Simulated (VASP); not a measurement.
# TePb (Pm-3m) in VASP: notebook

Runs on TePb. Level: PBE. Tasks: single point.

Everything below comes from runs of VASP 6.6.1. Logs are shortened: lines on timing, memory, paths and dates and some standing lists are left out, and cuts for length are marked.

## Step 1: The cell of the first run

Symmetry: Pm-3m, No. 221, cubic system. The conventional cell has a = 3.975 Å, b = 3.975 Å, c = 3.975 Å, α = 90.00°, β = 90.00°, γ = 90.00°. Within 4.5 Å of Pb (site symmetry m-3m) lie 8 Te at 3.44 Å and 6 Pb at 3.98 Å. Te (site symmetry m-3m) has 8 Pb at 3.44 Å and 6 Te at 3.98 Å within 4.5 Å.

## Step 2: Single point, PBE

INCAR reads:

```
  PREC = Accurate
  ENCUT = 520
  EDIFF = 1E-7
  ISMEAR = -1
  SIGMA = 0.02
  LREAL = False
  LASPH = True
  NELM = 100
  ALGO = Normal
  ISIF = 2
  LWAVE = False
  LCHARG = True
  GGA = PE
  LELF = True
  LVHAR = True
  NBANDS = 17
```

KPOINTS reads:

```
regular mesh
0
Gamma
  6 6 6
```

POSCAR reads:

```
TePb
1.0
    3.9750063982      0.0000000000      0.0000000000
    0.0000000000      3.9750063982      0.0000000000
    0.0000000000      0.0000000000      3.9750063982
Pb Te
1 1
Direct
    0.0000000000      0.0000000000      0.0000000000
    0.5000000000      0.5000000000      0.5000000000
```

Potentials or basis: VASP PAW PBE potentials, release 64 (Pb_d, Te).

Run with:

```
> cat potpaw_PBE.64/Pb_d/POTCAR potpaw_PBE.64/Te/POTCAR > POTCAR
> mpirun -np 1 vasp_std > vasp.out
```

OUTCAR:

```text
PREC = Accurate
   ENCUT = 520
   EDIFF = 1E-7
   ISMEAR = -1
   LREAL = False
   LASPH = True
   NELM = 100
   ISIF = 2
   GGA = PE

 ion  position               nearest neighbor table
   1  0.000  0.000  0.000-   2 3.44   2 3.44   2 3.44   2 3.44   2 3.44   2 3.44   2 3.44   2 3.44

   2  0.500  0.500  0.500-   1 3.44   1 3.44   1 3.44   1 3.44   1 3.44   1 3.44   1 3.44   1 3.44

  LATTYP: Found a simple cubic cell.
 ALAT       =     3.9750063982

  Lattice vectors:

 A1 = (   3.9750063982,   0.0000000000,   0.0000000000)
 A2 = (   0.0000000000,   3.9750063982,   0.0000000000)
 A3 = (   0.0000000000,   0.0000000000,   3.9750063982)

Analysis of symmetry for initial positions (statically):
=====================================================================
 Subroutine PRICEL returns:
 Original cell was already a primitive cell.

 Routine SETGRP: Setting up the symmetry group for a
 simple cubic supercell.

 Subroutine GETGRP returns: Found 48 space group operations
 (whereof 48 operations were pure point group operations)
 out of a pool of 48 trial point group operations.

The static configuration has the point symmetry O_h .

Analysis of symmetry for dynamics (positions and initial velocities):
=====================================================================
 Subroutine PRICEL returns:
 Original cell was already a primitive cell.

 Routine SETGRP: Setting up the symmetry group for a
 simple cubic supercell.

 Subroutine GETGRP returns: Found 48 space group operations
 (whereof 48 operations were pure point group operations)
 out of a pool of 48 trial point group operations.

The dynamic configuration has the point symmetry O_h .

 Subroutine INISYM returns: Found 48 space group operations
 (whereof 48 operations are pure point group operations),
 and found     1 'primitive' translations

----------------------------------------------------------------------------------------

                                     Primitive cell

  volume of cell :      62.8078

  direct lattice vectors                    reciprocal lattice vectors
     3.975006398  0.000000000  0.000000000     0.251571922  0.000000000  0.000000000
     0.000000000  3.975006398  0.000000000     0.000000000  0.251571922  0.000000000
     0.000000000  0.000000000  3.975006398     0.000000000  0.000000000  0.251571922

  length of vectors
     3.975006398  3.975006398  3.975006398     0.251571922  0.251571922  0.251571922

  position of ions in fractional coordinates (direct lattice)
     0.000000000  0.000000000  0.000000000
     0.500000000  0.500000000  0.500000000

  ion indices of the primitive-cell ions
   primitive index   ion index
                 1           1
                 2           2

----------------------------------------------------------------------------------------

 KPOINTS: regular mesh

Automatic generation of k-mesh.
 Grid dimensions read from file:
 generate k-points for:    6    6    6

 Generating k-lattice:

  Cartesian coordinates                     Fractional coordinates (reciprocal lattice)
     0.041928654  0.000000000  0.000000000     0.166666667  0.000000000  0.000000000
     0.000000000  0.041928654  0.000000000     0.000000000  0.166666667  0.000000000
     0.000000000  0.000000000  0.041928654     0.000000000  0.000000000  0.166666667

  Length of vectors
     0.041928654  0.041928654  0.041928654

  Shift w.r.t. Gamma in fractional coordinates (k-lattice)
     0.000000000  0.000000000  0.000000000

 Subroutine IBZKPT returns following result:
 ===========================================

 Found     20 irreducible k-points:

 Following reciprocal coordinates:
            Coordinates               Weight
  0.000000  0.000000  0.000000      1.000000
  0.166667  0.000000  0.000000      6.000000
  0.333333  0.000000  0.000000      6.000000
  0.500000  0.000000  0.000000      3.000000
  0.166667  0.166667  0.000000     12.000000
  0.333333  0.166667  0.000000     24.000000
[... 12 lines left out ...]
  0.500000  0.500000  0.333333      6.000000
  0.500000  0.500000  0.500000      1.000000
   k-points           NKPTS =     20   k-points in BZ     NKDIM =     20   number of bands    NBANDS=     17
   number of dos      NEDOS =    301   number of ions     NIONS =      2
   total plane-waves  NPLWV =  27000
   dimension x,y,z NGX =    30 NGY =   30 NGZ =   30
   dimension x,y,z NGXF=    60 NGYF=   60 NGZF=   60
   ions per type =               1   1
   NGX,Y,Z   is equivalent  to a cutoff of  12.55, 12.55, 12.55 a.u.
   NGXF,Y,Z  is equivalent  to a cutoff of  25.09, 25.09, 25.09 a.u.
 SYSTEM =  unknown system
   PREC   = accura    normal or accurate (medium, high low for compatibility)
   ISTART =      0    job   : 0-new  1-cont  2-samecut
   ICHARG =      2    charge: 1-file 2-atom 10-const
   ISPIN  =      1    spin polarized calculation?
   LNONCOLLINEAR =      F non collinear calculations
   LSORBIT =      F    spin-orbit coupling
   LASPH  =      T    aspherical Exc in radial PAW
   ENCUT  =  520.0 eV  38.22 Ry    6.18 a.u.   7.39  7.39  7.39*2*pi/ulx,y,z
   NELM   =    100;   NELMIN=  2; NELMDL= -5     # of ELM steps
   EDIFF  = 0.1E-06   stopping-criterion for ELM
   LREAL  =      F    real-space projection
   EDIFFG = 0.1E-05   stopping-criterion for IOM
   NSW    =      0    number of steps for IOM
   IBRION =     -1    ionic relax: 0-MD 1-quasi-New 2-CG
   NFREE  =      0    steps in history (QN), initial steepest desc. (CG)
   ISIF   =      2    stress and relaxation
   ISYM   =      2    0-nonsym 1-usesym 2-fastsym
   POTIM  = 0.5000    time-step for ionic-motion
   TEBEG  =    0.0;   TEEND  =   0.0 temperature during run
   PSTRESS=    0.0 pullay stress
   NELECT =      20.0000    total number of electrons
   NUPDOWN=      -1.0000    fix difference up-down
   EMIN   =  10.00;   EMAX   =-10.00  energy-range for DOS
   EFERMI =   0.00;   METHOD = LEGACY
   ISMEAR =    -1;   SIGMA  =   0.02  broadening in eV -4-tet -1-fermi 0-gaus
   EFERMI_NEDOS =   21; number of points for ismear=-14 and -15
   IALGO  =     38    algorithm
   IMIX   =      4    mixing-type and parameters
     AMIX     =   0.40;   BMIX     =  1.00
     AMIX_MAG =   1.60;   BMIX_MAG =  1.00
  volume/ion in A,a.u.               =      31.40       211.92
  Fermi-wavevector in a.u.,A,eV,Ry     =   1.117928  2.112577 17.004045  1.249762
  Thomas-Fermi vector in A             =   2.254554
   LORBIT       =      0    0 simple, 1 ext, 2 COOP (PROOUT), +10 PAW based schemes
   GGA     = PE    functional components
   LHFCALC =     F    Hartree Fock is set to
   AEXX    =    0.0000 exact exchange contribution
   IVDW    =     0    specifies the selected vdW correction
   LEPSILON=     F    determine dielectric tensor
   LRPA    =     F    only Hartree local field effects (RPA)
 non-spin polarized calculation
  energy-cutoff  :      520.00
  volume of cell :       62.81
 maximum number of plane-waves:      1743
 NGX is ok and might be reduce to    30
   NGX = 15   NGY = 15   NGZ = 15

 number of electron      20.0000002 magnetization

 Free energy of the ion-electron system (eV)
  ---------------------------------------------------
  ext. energy  EPLUGINS =         0.00000000
  ---------------------------------------------------
  free energy    TOTEN  =        -7.07931326 eV

  energy without entropy =       -7.07824361  energy(sigma->0) =       -7.07877843

 E-fermi :   6.6440     XC(G=0):  -9.7799

 val. band max:        6.5311753160   @ k =   0.5000   0.1667   0.0000
 cond. band min:       6.6686923966   @ k =   0.1667   0.1667   0.1667
 fundamental gap:      0.1375170806
 Fermi energy:         6.6439921342

 k-point     1 :       0.0000    0.0000    0.0000
  band No.  band energies     occupation
      1     -10.5085      2.00000
      2     -10.5085      2.00000
      3     -10.4202      2.00000
      4     -10.4202      2.00000
      5     -10.4202      2.00000
      6      -5.6873      2.00000
[... 9 lines left out ...]
     16      16.8375      0.00000
     17      17.7156      0.00000

 k-point     2 :       0.1667    0.0000    0.0000
  band No.  band energies     occupation
      1     -10.5075      2.00000
      2     -10.4898      2.00000
      3     -10.4271      2.00000
      4     -10.4271      2.00000
      5     -10.4197      2.00000
      6      -5.4624      2.00000
[... 9 lines left out ...]
     16      16.3743      0.00000
     17      17.0424      0.00000

 k-point     3 :       0.3333    0.0000    0.0000
  band No.  band energies     occupation
      1     -10.5055      2.00000
      2     -10.4528      2.00000
      3     -10.4409      2.00000
      4     -10.4409      2.00000
      5     -10.4187      2.00000
      6      -4.8448      2.00000
[... 9 lines left out ...]
     16      15.1983      0.00000
     17      17.5245      0.00000

 k-point     4 :       0.5000    0.0000    0.0000
  band No.  band energies     occupation
      1     -10.5045      2.00000
      2     -10.4477      2.00000
      3     -10.4477      2.00000
      4     -10.4344      2.00000
      5     -10.4182      2.00000
      6      -4.3078      2.00000
[... 9 lines left out ...]
     16      18.1150      0.00000
     17      18.7188      0.00000
[... 263 lines left out ...]
      1     -10.4763      2.00000
      2     -10.4706      2.00000
      3     -10.4610      2.00000
      4     -10.4174      2.00000
      5     -10.3982      2.00000
      6      -3.4008      2.00000
[... 9 lines left out ...]
     16      17.2338      0.00000
     17      19.7705      0.00000

 k-point    19 :       0.5000    0.5000    0.3333
  band No.  band energies     occupation
      1     -10.4834      2.00000
      2     -10.4693      2.00000
      3     -10.4693      2.00000
      4     -10.4074      2.00000
      5     -10.3876      2.00000
      6      -3.2578      2.00000
[... 9 lines left out ...]
     16      18.7568      0.00000
     17      19.6296      0.00000

 k-point    20 :       0.5000    0.5000    0.5000
  band No.  band energies     occupation
      1     -10.4783      2.00000
      2     -10.4783      2.00000
      3     -10.4783      2.00000
      4     -10.3872      2.00000
      5     -10.3872      2.00000
      6      -3.1498      2.00000
[... 9 lines left out ...]
     16      20.3798      0.00000
     17      21.6659      0.00000

------------------------ aborting loop because EDIFF is reached ----------------------------------------

  FORCE on cell =-STRESS in cart. coord.  units (eV):
  Direction    XX          YY          ZZ          XY          YZ          ZX
  --------------------------------------------------------------------------------------
  -------------------------------------------------------------------------------------
  Total        0.1701304      0.1701304      0.1701304     -0.0000000     -0.0000000      0.0000000
  in kB        4.3398933      4.3398933      4.3398933     -0.0000000     -0.0000000      0.0000000
  external PRESSURE =       4.3398933 kB  Pullay stress =       0.0000000 kB

 VOLUME and BASIS-vectors are now :
 -----------------------------------------------------------------------------
  energy-cutoff  :      520.00
  volume of cell :       62.81
      direct lattice vectors                 reciprocal lattice vectors
     3.975006398  0.000000000  0.000000000     0.251571922  0.000000000  0.000000000
     0.000000000  3.975006398  0.000000000     0.000000000  0.251571922  0.000000000
     0.000000000  0.000000000  3.975006398     0.000000000  0.000000000  0.251571922

 POSITION                                       TOTAL-FORCE (eV/Angst)
 -----------------------------------------------------------------------------------
      0.00000      0.00000      0.00000         0.000000      0.000000      0.000000
      1.98750      1.98750      1.98750         0.000000      0.000000      0.000000
 -----------------------------------------------------------------------------------
    total drift:                                0.000000     -0.000000     -0.000000

  FREE ENERGIE OF THE ION-ELECTRON SYSTEM (eV)
  ---------------------------------------------------
  free  energy   TOTEN  =        -7.0793132556 eV

  energy  without entropy=       -7.0782436132  energy(sigma->0) =       -7.07877843
```

It took 22 s on 1 thread of Intel Xeon Platinum 8488C (Sapphire Rapids), shared host; peak memory 0.17 GiB.

What came out:

```yaml
Free_energy: -7.0793 eV
Pressure: 0.4 GPa
Band_gap_on_the_k_mesh: zero (band 10 reaches 6.83 eV, above the bottom of band 11 at 5.53 eV)
```

Levels at points of the mesh, in eV from the Fermi level:
```tsv
k point	band 7	band 8	band 9	band 10	band 11	band 12	band 13	band 14
(0.00, 0.00, 0.00)	-6.74	-1.65	-1.65	-1.65	3.95	3.95	5.35	5.35
(0.50, 0.00, 0.00)	-9.14	-0.77	-0.20	-0.20	0.20	2.33	2.33	5.27
(0.50, 0.50, 0.00)	-7.93	-4.53	-4.53	0.18	3.57	3.74	3.74	6.02
(0.50, 0.50, 0.50)	-7.15	-2.58	-2.58	-2.58	-1.11	-1.11	-1.11	13.74
```

Caveat: spin-orbit coupling is left out, which moves the levels of the heavy elements.

## Step 3: Single point, PBE

INCAR reads:

```
SYSTEM = TePb
PREC = Accurate ; ENCUT = 520
EDIFF = 1E-6 ; ISMEAR = -1
SIGMA = 0.02 ; LREAL = .FALSE.
LASPH = .TRUE. ; NELM = 60
ALGO = Normal ; ISIF = 2
LWAVE = .FALSE. ; LCHARG = .FALSE.
GGA = PE ; NBANDS = 17
```

KPOINTS reads:

```
regular mesh
0
G
  6 6 6
  0 0 0
```

POSCAR is that of step 2.

Potentials or basis: VASP PAW PBE potentials, release 64 (Pb_d, Te).

Run with:

```
> cat potpaw_PBE.64/Pb_d/POTCAR potpaw_PBE.64/Te/POTCAR > POTCAR
> mpirun -np 1 vasp_std > vasp.out
```

Wall time 21 s (1 thread of Intel Xeon Platinum 8488C (Sapphire Rapids), shared host); peak memory 0.18 GiB.

Results (log left out):

```yaml
Free_energy: -7.0793 eV
Pressure: 0.4 GPa
Band_gap_on_the_k_mesh: zero (band 10 reaches 6.83 eV, above the bottom of band 11 at 5.53 eV)
```

Levels at points of the mesh, in eV from the Fermi level:
```tsv
k point	band 7	band 8	band 9	band 10	band 11	band 12	band 13	band 14
(0.00, 0.00, 0.00)	-6.74	-1.65	-1.65	-1.65	3.95	3.95	5.35	5.35
(0.50, 0.00, 0.00)	-9.14	-0.77	-0.20	-0.20	0.20	2.33	2.33	5.27
(0.50, 0.50, 0.00)	-7.93	-4.53	-4.53	0.18	3.57	3.74	3.74	6.02
(0.50, 0.50, 0.50)	-7.15	-2.58	-2.58	-2.58	-1.11	-1.11	-1.11	13.74
```

Caveat: spin-orbit coupling is left out, which moves the levels of the heavy elements.
